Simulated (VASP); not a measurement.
Write the native input for VASP 6.6.1 that does the following.

* Task: single point
* Functional: LDA
* Potentials or basis: VASP PAW LDA potentials, release 64 (Mg_sv, O)
* Cutoff: 840 eV
* k mesh: 10 × 10 × 10
* Occupations: gaussian, width 0.01 eV
* Spin: no spin polarisation
* Dipole correction: no
* Further INCAR settings: ALGO = Normal; EDIFF = 1e-06; NBANDS = 15

The structure of MgO lies in POSCAR:

```
MgO
1.0
    0.0000000000      2.0798452862      2.0798452862
    2.0798452862      0.0000000000      2.0798452862
    2.0798452862      2.0798452862      0.0000000000
Mg O
1 1
Direct
    0.0000000000      0.0000000000      0.0000000000
    0.5000000000      0.5000000000      0.5000000000
```

These files were run (other wordings do the same):

INCAR

```
SYSTEM = MgO
PREC     = Accurate       ! precision mode
ENCUT    = 840            ! plane-wave cutoff, eV
EDIFF    = 1E-6           ! SCF threshold, eV
ISMEAR   = 0              ! smearing method
SIGMA    = 0.01           ! smearing width, eV
LREAL    = .False.        ! projectors in reciprocal space
LASPH    = .True.         ! aspherical terms in the spheres
NELM     = 120            ! most SCF steps
ALGO     = Normal         ! electronic algorithm
ISIF     = 2              ! what is computed and relaxed
LWAVE    = .False.        ! write WAVECAR
LCHARG   = .False.        ! write CHGCAR
NBANDS   = 15             ! bands
GGA_COMPAT= .False.
```

KPOINTS

```
regular mesh
0
Gamma
  10 10 10
  0 0 0
```

Potentials or basis: VASP PAW LDA potentials, release 64 (Mg_sv, O).

Command:

```sh
$ cat potpaw_LDA.64/Mg_sv/POTCAR potpaw_LDA.64/O/POTCAR > POTCAR
$ mpirun -np 1 vasp_std > vasp.out
```

Results of the run:

```json
{
  "Pressure": "0.6 GPa",
  "Band gap on the k mesh": "5.04 eV"
}
```

It took 14 s on 1 thread of AMD EPYC 7R13 Processor (Zen 3), on a shared host, peak memory 0.12 GiB.
